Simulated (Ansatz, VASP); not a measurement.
# Two plane-wave programs on Al2BiBr

```xyz
4
Lattice="4.7332 0.0000 0.0000 0.0000 4.7332 0.0000 0.0000 0.0000 6.5261" Properties=species:S:1:pos:R:3 pbc="T T T"
Al    2.3666    0.0000    4.8529
Al    0.0000    2.3666    1.6731
Bi    0.0000    0.0000    3.2630
Br    2.3666    2.3666    0.0000
```

Change from the starting cell: species swapped into the Mg2SeS type (P-4m2, No. 115).

Alike in both runs: functional PBE; k mesh 4 × 4 × 4; occupations gaussian, width 0.1 eV; no spin polarisation.

Ansatz relaxed the structure, and its values are those at the end. VASP's run is a single point on that final structure, the one shown.

```csv
,VASP,Ansatz
version,VASP 6.6.1,Ansatz 0.2.0
potentials or method,"VASP PAW PBE potentials, release 64 (Al, Bi_d, Br), cutoff 520 eV","scalar-relativistic, plane waves, PAW"
valence electrons in the cell,28,28
```

```tsv
	VASP	Ansatz	Ansatz less VASP
gap on the k mesh at the Fermi level (eV)	none	none	-
pressure (GPa)	0.1	0.2	+0.03
rms of the force components (eV/Å)	0.003	0.004	+0.0010
```

A gap of «none» marks a metal or a gap that the smearing closes. With one functional, cell and mesh, what is left measures potentials, basis and numerics.

Neither program's run includes spin-orbit coupling.
